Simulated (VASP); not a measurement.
# CO2 (Pbcn) in VASP: a series of runs

CO2 is run at these levels: PBE+D3(BJ); tasks: single point.

Program: VASP 6.6.1. These are calculated values, not measurements. Logs are shortened: lines on timing, memory, paths and dates and some standing lists are left out, and cuts for length are marked.

## 1. The cell of the first run

It takes space group Pbcn (No. 60, orthorhombic). The conventional cell has a = 4.785 Å, b = 6.316 Å, c = 5.679 Å, α = 90.00°, β = 90.00°, γ = 90.00°. Within 1.6 Å of C (site symmetry 2) lie 2 O at 1.17 Å. O (site symmetry 1) has 1 C at 1.17 Å within 1.6 Å.

## 2. Single point, PBE+D3(BJ)

INCAR reads:

```
PREC = Accurate ; ENCUT = 520
EDIFF = 1E-7 ; ISMEAR = 0
SIGMA = 0.1 ; LREAL = False
LASPH = True ; NELM = 80
ALGO = Normal ; ISIF = 2
LWAVE = False ; LCHARG = False
GGA = PE ; IVDW = 12
NBANDS = 44
```

KPOINTS reads:

```
Automatic mesh
0
Gamma
  4 4 4
```

POSCAR reads:

```
CO2
1.0
    4.7845453300      0.0000000000      0.0000000000
    0.0000000000      6.3155396400      0.0000000000
    0.0000000000      0.0000000000      5.6788908400
C O
4 8
Direct
    0.5000000000      0.8529985200      0.7500000000
    0.0000000000      0.3529985200      0.7500000000
    0.0000000000      0.6470014800      0.2500000000
    0.5000000000      0.1470014800      0.2500000000
    0.7009711200      0.1463284600      0.1335830200
    0.2990288800      0.1463284600      0.3664169800
    0.7990288800      0.6463284600      0.1335830200
    0.2009711200      0.3536715400      0.8664169800
    0.2009711200      0.6463284600      0.3664169800
    0.7990288800      0.3536715400      0.6335830200
    0.7009711200      0.8536715400      0.6335830200
    0.2990288800      0.8536715400      0.8664169800
```

Potentials or basis: VASP PAW PBE potentials, release 64 (C, O).

Launch:

```bash
> cat potpaw_PBE.64/C/POTCAR potpaw_PBE.64/O/POTCAR > POTCAR
> mpirun -np 1 vasp_std > vasp.out
```

OUTCAR:

```text
PREC = Accurate
   ENCUT = 520
   EDIFF = 1E-7
   ISMEAR = 0
   LREAL = False
   LASPH = True
   NELM = 80
   ISIF = 2
   GGA = PE
   IVDW = 12
 IVDW          = 12

 ion  position               nearest neighbor table
   1  0.500  0.853  0.750-  11 1.17  12 1.17
   2  0.000  0.353  0.750-   8 1.17  10 1.17
   3  0.000  0.647  0.250-   7 1.17   9 1.17
   4  0.500  0.147  0.250-   5 1.17   6 1.17
   5  0.701  0.146  0.134-   4 1.17
   6  0.299  0.146  0.366-   4 1.17
   7  0.799  0.646  0.134-   3 1.17
   8  0.201  0.354  0.866-   2 1.17
   9  0.201  0.646  0.366-   3 1.17
  10  0.799  0.354  0.634-   2 1.17
  11  0.701  0.854  0.634-   1 1.17
  12  0.299  0.854  0.866-   1 1.17

  LATTYP: Found a simple orthorhombic cell.
 ALAT       =     4.7845453300
 B/A-ratio  =     1.1869238242
 C/A-ratio  =     1.3199874187

  Lattice vectors:

 A1 = (  -4.7845453300,   0.0000000000,   0.0000000000)
 A2 = (   0.0000000000,   0.0000000000,   5.6788908400)
 A3 = (   0.0000000000,   6.3155396400,   0.0000000000)

Analysis of symmetry for initial positions (statically):
=====================================================================
 Subroutine PRICEL returns:
 Original cell was already a primitive cell.

 Routine SETGRP: Setting up the symmetry group for a
 simple orthorhombic supercell.

 Subroutine GETGRP returns: Found  8 space group operations
 (whereof  2 operations were pure point group operations)
 out of a pool of  8 trial point group operations.

The static configuration has the point symmetry S_2 .
 The point group associated with its full space group is D_2h.

Analysis of symmetry for dynamics (positions and initial velocities):
=====================================================================
 Subroutine PRICEL returns:
 Original cell was already a primitive cell.

 Routine SETGRP: Setting up the symmetry group for a
 simple orthorhombic supercell.

 Subroutine GETGRP returns: Found  8 space group operations
 (whereof  2 operations were pure point group operations)
 out of a pool of  8 trial point group operations.

The dynamic configuration has the point symmetry S_2 .
 The point group associated with its full space group is D_2h.

 Subroutine INISYM returns: Found  8 space group operations
 (whereof  2 operations are pure point group operations),
 and found     1 'primitive' translations

----------------------------------------------------------------------------------------

                                     Primitive cell

  volume of cell :     171.5990

  direct lattice vectors                    reciprocal lattice vectors
     4.784545330  0.000000000  0.000000000     0.209006276  0.000000000  0.000000000
     0.000000000  6.315539640  0.000000000     0.000000000  0.158339597  0.000000000
     0.000000000  0.000000000  5.678890840     0.000000000  0.000000000  0.176090724

  length of vectors
     4.784545330  6.315539640  5.678890840     0.209006276  0.158339597  0.176090724

  position of ions in fractional coordinates (direct lattice)
     0.500000000  0.852998520  0.750000000
     0.000000000  0.352998520  0.750000000
     0.000000000  0.647001480  0.250000000
     0.500000000  0.147001480  0.250000000
     0.700971120  0.146328460  0.133583020
     0.299028880  0.146328460  0.366416980
     0.799028880  0.646328460  0.133583020
     0.200971120  0.353671540  0.866416980
     0.200971120  0.646328460  0.366416980
     0.799028880  0.353671540  0.633583020
     0.700971120  0.853671540  0.633583020
     0.299028880  0.853671540  0.866416980

  ion indices of the primitive-cell ions
   primitive index   ion index
                 1           1
                 2           2
                 3           3
                 4           4
                 5           5
                 6           6
                 7           7
                 8           8
                 9           9
                10          10
                11          11
                12          12

----------------------------------------------------------------------------------------

 KPOINTS: Automatic mesh

Automatic generation of k-mesh.
 Grid dimensions read from file:
 generate k-points for:    4    4    4

 Generating k-lattice:

  Cartesian coordinates                     Fractional coordinates (reciprocal lattice)
     0.052251569  0.000000000  0.000000000     0.250000000  0.000000000  0.000000000
     0.000000000  0.039584899  0.000000000     0.000000000  0.250000000  0.000000000
     0.000000000  0.000000000  0.044022681     0.000000000  0.000000000  0.250000000

  Length of vectors
     0.052251569  0.039584899  0.044022681

  Shift w.r.t. Gamma in fractional coordinates (k-lattice)
     0.000000000  0.000000000  0.000000000

 Subroutine IBZKPT returns following result:
 ===========================================

 Found     27 irreducible k-points:

 Following reciprocal coordinates:
            Coordinates               Weight
  0.000000  0.000000  0.000000      1.000000
  0.250000  0.000000  0.000000      2.000000
  0.500000  0.000000  0.000000      1.000000
  0.000000  0.250000  0.000000      2.000000
  0.250000  0.250000  0.000000      4.000000
  0.500000  0.250000  0.000000      2.000000
[... 16 lines left out ...]
  0.250000  0.250000  0.500000      4.000000
  0.500000  0.250000  0.500000      2.000000
 [... further k-points ...]
   k-points           NKPTS =     27   k-points in BZ     NKDIM =     27   number of bands    NBANDS=     44
   number of dos      NEDOS =    301   number of ions     NIONS =     12
   total plane-waves  NPLWV =  72576
   dimension x,y,z NGX =    36 NGY =   48 NGZ =   42
   dimension x,y,z NGXF=    72 NGYF=   96 NGZF=   84
   ions per type =               4   8
   NGX,Y,Z   is equivalent  to a cutoff of  12.51, 12.64, 12.30 a.u.
   NGXF,Y,Z  is equivalent  to a cutoff of  25.02, 25.27, 24.59 a.u.
 SYSTEM =  unknown system
   PREC   = accura    normal or accurate (medium, high low for compatibility)
   ISTART =      0    job   : 0-new  1-cont  2-samecut
   ICHARG =      2    charge: 1-file 2-atom 10-const
   ISPIN  =      1    spin polarized calculation?
   LNONCOLLINEAR =      F non collinear calculations
   LSORBIT =      F    spin-orbit coupling
   LASPH  =      T    aspherical Exc in radial PAW
   ENCUT  =  520.0 eV  38.22 Ry    6.18 a.u.   8.90 11.74 10.56*2*pi/ulx,y,z
   NELM   =     80;   NELMIN=  2; NELMDL= -5     # of ELM steps
   EDIFF  = 0.1E-06   stopping-criterion for ELM
   LREAL  =      F    real-space projection
   EDIFFG = 0.1E-05   stopping-criterion for IOM
   NSW    =      0    number of steps for IOM
   IBRION =     -1    ionic relax: 0-MD 1-quasi-New 2-CG
   NFREE  =      0    steps in history (QN), initial steepest desc. (CG)
   ISIF   =      2    stress and relaxation
   ISYM   =      2    0-nonsym 1-usesym 2-fastsym
   POTIM  = 0.5000    time-step for ionic-motion
   TEBEG  =    0.0;   TEEND  =   0.0 temperature during run
   PSTRESS=    0.0 pullay stress
   NELECT =      64.0000    total number of electrons
   NUPDOWN=      -1.0000    fix difference up-down
   EMIN   =  10.00;   EMAX   =-10.00  energy-range for DOS
   EFERMI =   0.00;   METHOD = LEGACY
   ISMEAR =     0;   SIGMA  =   0.10  broadening in eV -4-tet -1-fermi 0-gaus
   EFERMI_NEDOS =   21; number of points for ismear=-14 and -15
   IALGO  =     38    algorithm
   IMIX   =      4    mixing-type and parameters
     AMIX     =   0.40;   BMIX     =  1.00
     AMIX_MAG =   1.60;   BMIX_MAG =  1.00
  volume/ion in A,a.u.               =      14.30        96.50
  Fermi-wavevector in a.u.,A,eV,Ry     =   1.178410  2.226873 18.893748  1.388651
  Thomas-Fermi vector in A             =   2.314740
   LORBIT       =      0    0 simple, 1 ext, 2 COOP (PROOUT), +10 PAW based schemes
   GGA     = PE    functional components
   LHFCALC =     F    Hartree Fock is set to
   AEXX    =    0.0000 exact exchange contribution
   IVDW    =    12    specifies the selected vdW correction
   LEPSILON=     F    determine dielectric tensor
   LRPA    =     F    only Hartree local field effects (RPA)
 non-spin polarized calculation
 Gauss-broadening in eV      SIGMA  =   0.10
  energy-cutoff  :      520.00
  volume of cell :      171.60
 maximum number of plane-waves:      4656
 NGX is ok and might be reduce to    36
   NGX = 17   NGY = 23   NGZ = 21

 number of electron      64.0000008 magnetization

 Free energy of the ion-electron system (eV)
  ---------------------------------------------------
  ext. energy  EPLUGINS =         0.00000000
  ---------------------------------------------------
  free energy    TOTEN  =       -91.91182349 eV

  energy without entropy =      -91.91182349  energy(sigma->0) =      -91.91182349

 E-fermi :  -2.8979     XC(G=0):  -7.9981

 val. band max:       -3.3605114380   @ k =   0.0000   0.0000   0.2500
 cond. band min:       3.2976830360   @ k =   0.0000   0.0000   0.0000
 fundamental gap:      6.6581944740
 Fermi energy:        -2.8978940782

 k-point     1 :       0.0000    0.0000    0.0000
  band No.  band energies     occupation
      1     -24.1501      2.00000
      2     -23.9371      2.00000
      3     -23.9279      2.00000
      4     -23.8627      2.00000
      5     -22.9943      2.00000
      6     -22.9637      2.00000
[... 36 lines left out ...]
     43       7.1945      0.00000
     44       7.3281      0.00000

 k-point     2 :       0.2500    0.0000    0.0000
  band No.  band energies     occupation
      1     -24.1113      2.00000
      2     -23.9524      2.00000
      3     -23.9186      2.00000
      4     -23.8655      2.00000
      5     -22.9951      2.00000
      6     -22.9659      2.00000
[... 1026 lines left out ...]
 k-point    24 :       0.5000    0.2500    0.5000
  band No.  band energies     occupation
      1     -23.9541      2.00000
      2     -23.9541      2.00000
      3     -23.9541      2.00000
      4     -23.9541      2.00000
      5     -22.9707      2.00000
      6     -22.9707      2.00000
[... 36 lines left out ...]
     43       6.3820      0.00000
     44       6.3820      0.00000

 [... further k-points ...]

------------------------ aborting loop because EDIFF is reached ----------------------------------------

 Edisp (eV)   -0.87442

 E8    (eV) :    -0.2252

  FORCE on cell =-STRESS in cart. coord.  units (eV):
  Direction    XX          YY          ZZ          XY          YZ          ZX
  --------------------------------------------------------------------------------------
  -------------------------------------------------------------------------------------
  Total       5.69438     0.66579     3.32614     0.00000     0.00000     0.00000
  in kB      53.16705     6.21633    31.05537     0.00000     0.00000     0.00000
  external pressure =       30.15 kB  Pullay stress =        0.00 kB

 VOLUME and BASIS-vectors are now :
 -----------------------------------------------------------------------------
  energy-cutoff  :      520.00
  volume of cell :      171.60
      direct lattice vectors                 reciprocal lattice vectors
     4.784545330  0.000000000  0.000000000     0.209006276  0.000000000  0.000000000
     0.000000000  6.315539640  0.000000000     0.000000000  0.158339597  0.000000000
     0.000000000  0.000000000  5.678890840     0.000000000  0.000000000  0.176090724

 POSITION                                       TOTAL-FORCE (eV/Angst)
 -----------------------------------------------------------------------------------
      2.39227      5.38715      4.25917        -0.000000     -0.022630     -0.000000
      0.00000      2.22938      4.25917         0.000000     -0.022630     -0.000000
      0.00000      4.08616      1.41972         0.000000      0.022630     -0.000000
      2.39227      0.92839      1.41972         0.000000      0.022630     -0.000000
      3.35383      0.92414      0.75860         0.670802     -0.009349     -0.428561
      1.43072      0.92414      2.08084        -0.670802     -0.009349      0.428561
      3.82299      4.08191      0.75860        -0.670802     -0.009349     -0.428561
      0.96156      2.23363      4.92029         0.670802      0.009349      0.428561
      0.96156      4.08191      2.08084         0.670802     -0.009349      0.428561
      3.82299      2.23363      3.59805        -0.670802      0.009349     -0.428561
      3.35383      5.39140      3.59805         0.670802      0.009349     -0.428561
      1.43072      5.39140      4.92029        -0.670802      0.009349      0.428561
 -----------------------------------------------------------------------------------
    total drift:                                0.000000      0.000000     -0.000000

  FREE ENERGIE OF THE ION-ELECTRON SYSTEM (eV)
  ---------------------------------------------------
  free  energy   TOTEN  =       -92.7862466895 eV

  energy  without entropy=      -92.7862466895  energy(sigma->0) =      -92.78624669
```

It took 2.1 min on 1 thread of Intel Xeon Platinum 8375C at 2.90GHz (Ice Lake), shared host; peak memory 0.33 GiB.

What came out:

```
Free energy                : -92.7862 eV
Pressure                   : 3.0 GPa
Largest force              : 0.796 eV/Å
Band gap on the k mesh     : 6.66 eV, indirect (least direct gap 6.66 eV)
Dispersion energy per atom : -0.073 eV
```

Forces in eV/Å, atoms in the order of the input:
```
C    0.000 -0.023  0.000
C    0.000 -0.023  0.000
C    0.000  0.023  0.000
C    0.000  0.023  0.000
O    0.671 -0.009 -0.429
O   -0.671 -0.009  0.429
O   -0.671 -0.009 -0.429
O    0.671  0.009  0.429
O    0.671 -0.009  0.429
O   -0.671  0.009 -0.429
O    0.671  0.009 -0.429
O   -0.671  0.009  0.429
```

A k mesh can miss the band edges.

[end of part 1 of 2]
